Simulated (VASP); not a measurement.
Runs of VASP 6.6.1 on TaN. The structure is that of space group P6/mmm (No. 191), or close to it. The cells are those of the table. 

```tsv
task	potentials or basis	cell	gap on the mesh (eV)	pressure (GPa)	largest force (eV/Å)
single point	VASP PAW PBE potentials, release 64 (Ta_pv, N)	a = 5.185, b = 5.163, c = 2.908 Å, angles 89.8, 89.4, 119.6°, 6 atoms	none	(a)	0.14
electric field gradients	VASP PAW PBE potentials, release 64 (Ta_sv_GW, N)	a = 5.202, b = 5.202, c = 2.918 Å, angles 90.0, 90.0, 120.0°, 6 atoms	none	(b)	-
electric field gradients	VASP PAW PBE potentials, release 64 (Ta_sv_GW, N)	a = 5.079, b = 5.079, c = 2.849 Å, angles 90.0, 90.0, 120.0°, 6 atoms	none	34.5	-
single point	VASP PAW PBE potentials, release 64 (Ta_pv, N)	a = 5.186, b = 5.230, c = 2.908 Å, angles 90.4, 91.1, 120.9°, 6 atoms	none	11.6	0.33
electric field gradients	VASP PAW PBE potentials, release 64 (Ta_sv_GW, N)	a = 5.029, b = 5.029, c = 2.908 Å, angles 90.0, 90.0, 120.0°, 6 atoms	none	31.2	-
```

Alike in all rows: level PBE; no spin polarisation; k mesh 5 × 5 × 8; cutoff (eV) 520; smearing fermi-dirac 0.03 eV.

Problem. Estimate the missing entries.

Solution. (a) 11.3; (b) 6.8.

Caveats: spin-orbit coupling is left out, which moves the levels of the heavy elements; the cell stands under pressure (at least some runs); the stress differs along the axes, from 31 to 41 GPa (at least some runs); the stress differs along the axes, from 28 to 33 GPa (at least some runs).

A k mesh can miss the band edges, and the runs leave out spin-orbit coupling on Ta.

A gap of «none» marks levels without a gap at the run's occupations.

The runs don't all hold the same shells in valence.
